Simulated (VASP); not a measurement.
**B: relaxation of cell and atoms with PBE**

Crystal: B.

```
B
1.0
     0.00000    1.48125    1.48125
     1.48125    0.00000    1.48125
     1.48125    1.48125    0.00000
B
1
Direct
  0.00000 0.00000 0.00000
```

```
Program                : VASP 6.6.1
Task                   : relaxation of cell and atoms
Functional             : PBE
Potentials or basis    : VASP PAW PBE potentials, release 64 (B)
Cutoff                 : 600 eV
k mesh                 : 23 × 23 × 23
Occupations            : fermi-dirac, width 0.1 eV
Spin                   : no spin polarisation
Dipole correction      : no
Further INCAR settings : ALGO = Normal; EDIFF = 1e-07; IBRION = 2; EDIFFG = -0.005; NSW = 60; ISIF = 3
```

```json
{"Relaxed volume": "5.89 Å³/atom", "Relaxed cell": "a = 2.027 Å, b = 2.027 Å, c = 2.027 Å, α = 60.00°, β = 60.00°, γ = 60.00°", "Space group after relaxing (to 0.05 Å)": "Fm-3m (No. 225)", "Energy gained by relaxing": "46.0 meV/atom", "Ionic steps": "3", "Pressure after relaxing": "0.0 GPa"}
```

The path:
```
step  energy change (eV)  largest force (eV/Å)  pressure (GPa)  volume (Å³)
   1              0.0000                0.0000          -22.26         6.50
   2             -0.0399                0.0000           10.11         5.69
   3             -0.0460                0.0000            0.05         5.89
```

Final structure:
```yaml
crystal:
  lattice:
    - [0.00000, 1.43315, 1.43315]
    - [1.43315, 0.00000, 1.43315]
    - [1.43315, 1.43315, 0.00000]
  atoms:
    - { symbol: B, position: [0.00000, 0.00000, 0.00000] }
```

Levels at points of the mesh, in eV from the Fermi level:
| k point | band 1 | band 2 | band 3 | band 4 | band 5 |
| --- | --- | --- | --- | --- | --- |
| (0.00, 0.00, 0.00) | -19.22 | 15.97 | 15.97 | 15.97 | 32.46 |

It took 8.9 s on 1 thread of Intel(R) Xeon(R) 6975P-C (Granite Rapids), on a shared host, peak memory 0.12 GiB.
